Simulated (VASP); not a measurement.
Set up this calculation in VASP 6.6.1, as the native input.

- Task: single point
- Functional: r2SCAN
- Potentials or basis: VASP PAW PBE potentials, release 64 (H, Fe, C)
- Cutoff: 520 eV
- k mesh: 5 × 5 × 5
- Occupations: tetrahedron
- Spin: no spin polarisation
- Dipole correction: no
- Further INCAR settings: ALGO = Normal; EDIFF = 1e-06; NBANDS = 21

FeH6C2:

```
H Fe C
1.0
     0.00000    2.95267    2.95267
     2.95267    0.00000    2.95267
     2.95267    2.95267    0.00000
H Fe C
6 1 2
Cartesian
  1.4291 2.9527 2.9527
  2.9527 1.4291 2.9527
  4.4762 2.9527 2.9527
  2.9527 4.4762 2.9527
  2.9527 2.9527 1.4291
  2.9527 2.9527 4.4762
  0.0000 0.0000 0.0000
  1.4763 1.4763 1.4763
  4.4290 4.4290 4.4290
```

These files were run (other wordings do the same):

POSCAR

```
FeH6C2
1.0
    0.0000000000      2.9526670000      2.9526670000
    2.9526670000      0.0000000000      2.9526670000
    2.9526670000      2.9526670000      0.0000000000
H Fe C
6 1 2
Direct
    0.7580000000      0.2420000000      0.2420000000
    0.2420000000      0.7580000000      0.2420000000
    0.2420000000      0.7580000000      0.7580000000
    0.7580000000      0.2420000000      0.7580000000
    0.2420000000      0.2420000000      0.7580000000
    0.7580000000      0.7580000000      0.2420000000
    0.0000000000      0.0000000000      0.0000000000
    0.2500000000      0.2500000000      0.2500000000
    0.7500000000      0.7500000000      0.7500000000
```

INCAR.step1

```
PREC     = Accurate       # precision mode
ENCUT    = 520            # plane-wave cutoff, eV
ISMEAR   = -5             # smearing method
SIGMA    = 0.1            # smearing width, eV
LREAL    = False          # projectors in reciprocal space
LASPH    = True           # aspherical terms in the spheres
NELM     = 100            # most SCF steps
NBANDS   = 21             # bands
GGA      = PE             # functional
ALGO     = Normal         # electronic algorithm
EDIFF    = 1E-4           # SCF threshold, eV
LWAVE    = True           # write WAVECAR
LCHARG   = False          # write CHGCAR
```

INCAR.step2

```
PREC     = Accurate       # precision mode
ENCUT    = 520            # plane-wave cutoff, eV
EDIFF    = 1E-6           # SCF threshold, eV
ISMEAR   = -5             # smearing method
SIGMA    = 0.1            # smearing width, eV
LREAL    = False          # projectors in reciprocal space
LASPH    = True           # aspherical terms in the spheres
NELM     = 100            # most SCF steps
ALGO     = Normal         # electronic algorithm
ISIF     = 2              # what is computed and relaxed
LWAVE    = False          # write WAVECAR
LCHARG   = True           # write CHGCAR
METAGGA  = R2SCAN         # meta-GGA
LMIXTAU  = True         
LELF     = True           # ELF
LVHAR    = True         
NBANDS   = 21             # bands
ISTART   = 1
```

KPOINTS

```
regular mesh
0
Gamma
  5 5 5
```

Potentials or basis: VASP PAW PBE potentials, release 64 (H, Fe, C).

Launch:

```console
$ cat potpaw_PBE.64/H/POTCAR potpaw_PBE.64/Fe/POTCAR potpaw_PBE.64/C/POTCAR > POTCAR
$ cp INCAR.step1 INCAR
$ mpirun -np 1 vasp_std > vasp.out
$ cp INCAR.step2 INCAR
$ mpirun -np 1 vasp_std > vasp.out
```

Results of the run:

The pressure is 5.4 GPa, the largest force is 2.421 eV/Å and the band gap on the k mesh is 0.02 eV (least direct gap 1.24 eV).

Caveat: the cell stands under pressure; the PAW data sets were made with another functional, which shifts forces and pressure a little; an odd mesh through Γ misses points on the zone boundary, where band edges can lie.

Wall time 2.1 min on 1 thread of Intel Xeon 8259CL, with other jobs on the host, peak memory 0.19 GiB.
